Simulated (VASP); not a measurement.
Input of a VASP 6.6.1 run:

File INCAR:

```
PREC = Accurate ; ENCUT = 520
EDIFF = 1E-6 ; ISMEAR = -1
SIGMA = 0.05 ; LREAL = Auto
LASPH = True ; NELM = 100
ALGO = Normal ; ISIF = 2
LWAVE = False ; LCHARG = False
GGA = PE ; IVDW = 12
IBRION = 2 ; NSW = 80
EDIFFG = -0.03
```

File KPOINTS:

```
regular mesh
0
Gamma
  4 4 1
```

File POSCAR:

```
NaBe27
1.0
    6.8700000000      0.0000000000      0.0000000000
    3.4350000000      5.9495950000      0.0000000000
    0.0000000000      0.0000000000     15.5884300000
Be Na
27 1
Selective dynamics
Direct
    0.0000000000      0.0000000000      0.0641501000  F F F
    0.3333333000      0.0000000000      0.0641501000  F F F
    0.6666667000      0.0000000000      0.0641501000  F F F
    0.0000000000      0.3333333000      0.0641501000  F F F
    0.3333333000      0.3333333000      0.0641501000  F F F
    0.6666667000      0.3333333000      0.0641501000  F F F
    0.0000000000      0.6666667000      0.0641501000  F F F
    0.3333333000      0.6666667000      0.0641501000  F F F
    0.6666667000      0.6666667000      0.0641501000  F F F
   -0.1111111000      0.2222222000      0.1792493000  T T T
    0.2222222000      0.2222222000      0.1792493000  T T T
    0.5555556000      0.2222222000      0.1792493000  T T T
   -0.1111111000      0.5555556000      0.1792493000  T T T
    0.2222222000      0.5555556000      0.1792493000  T T T
    0.5555556000      0.5555556000      0.1792493000  T T T
   -0.1111111000      0.8888889000      0.1792493000  T T T
    0.2222222000      0.8888889000      0.1792493000  T T T
    0.5555556000      0.8888889000      0.1792493000  T T T
    0.0000000000      0.0000000000      0.2943484000  T T T
    0.3333333000      0.0000000000      0.2943484000  T T T
    0.6666667000      0.0000000000      0.2943484000  T T T
    0.0000000000      0.3333333000      0.2943484000  T T T
    0.3333333000      0.3333333000      0.2943484000  T T T
    0.6666667000      0.3333333000      0.2943484000  T T T
    0.0000000000      0.6666667000      0.2943484000  T T T
    0.3333333000      0.6666667000      0.2943484000  T T T
    0.6666667000      0.6666667000      0.2943484000  T T T
    0.7700363000      0.1058419000      0.4476673000  T T T
```

Potentials or basis: VASP PAW PBE potentials, release 64 (Be, Na_pv).

Run with:

```console
$ cat potpaw_PBE.64/Be/POTCAR potpaw_PBE.64/Na_pv/POTCAR > POTCAR
$ mpirun -np 1 vasp_std > vasp.out
```

Q: What does it give for the dispersion energy per atom?

A: -0.222 eV.

Q: Estimate the energy gained by relaxing.

A: 1.9 meV/atom.

Final structure:
```
Be Na
1.0
     6.87000    0.00000    0.00000
     3.43500    5.94960    0.00000
     0.00000    0.00000   15.58843
Be Na
27 1
Direct
  0.00000 0.00000 0.06415
  0.33333 0.00000 0.06415
  0.66667 0.00000 0.06415
  0.00000 0.33333 0.06415
  0.33333 0.33333 0.06415
  0.66667 0.33333 0.06415
  0.00000 0.66667 0.06415
  0.33333 0.66667 0.06415
  0.66667 0.66667 0.06415
  0.88903 0.22230 0.18052
  0.22266 0.22184 0.18196
  0.55488 0.22284 0.18042
  0.88845 0.55600 0.18196
  0.22220 0.55548 0.18195
  0.55534 0.55636 0.18085
  0.88952 0.88826 0.18043
  0.22296 0.88869 0.18086
  0.55487 0.88817 0.18071
  0.00247 0.99884 0.29440
  0.33359 0.99950 0.29938
  0.66524 0.99855 0.29358
  0.99962 0.33296 0.29935
  0.33410 0.33296 0.29929
  0.66550 0.33585 0.29431
  0.99962 0.66744 0.29930
  0.33354 0.66687 0.29939
  0.66616 0.66693 0.29938
  0.77041 0.10604 0.44712
```
